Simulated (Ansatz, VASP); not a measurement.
# La: VASP beside Ansatz

```
La
1.0
     0.00000    2.80011    2.80011
     2.80011    0.00000    2.80011
     2.80011    2.80011    0.00000
La
1
Direct
  0.00000 0.00000 0.00000
```

Alike in both runs: task single point; functional RPBE; k mesh 11 × 11 × 11; occupations fermi-dirac, width 0.1 eV; no spin polarisation.

|  | VASP | Ansatz |
| --- | --- | --- |
| version | VASP 6.6.1 | Ansatz 0.2.0 |
| potentials or method | VASP PAW PBE potentials, release 64 (La), cutoff 520 eV | plane waves (420 eV) with PAW, scalar-relativistic |
| valence electrons in the cell | 11 | 11 |

|  | VASP | Ansatz | Ansatz less VASP |
| --- | --- | --- | --- |
| pressure (GPa) | -2.3 | -2.3 | 0.00 |

VASP's potentials were made for PBE, not for RPBE.

Neither program's run includes spin-orbit coupling.
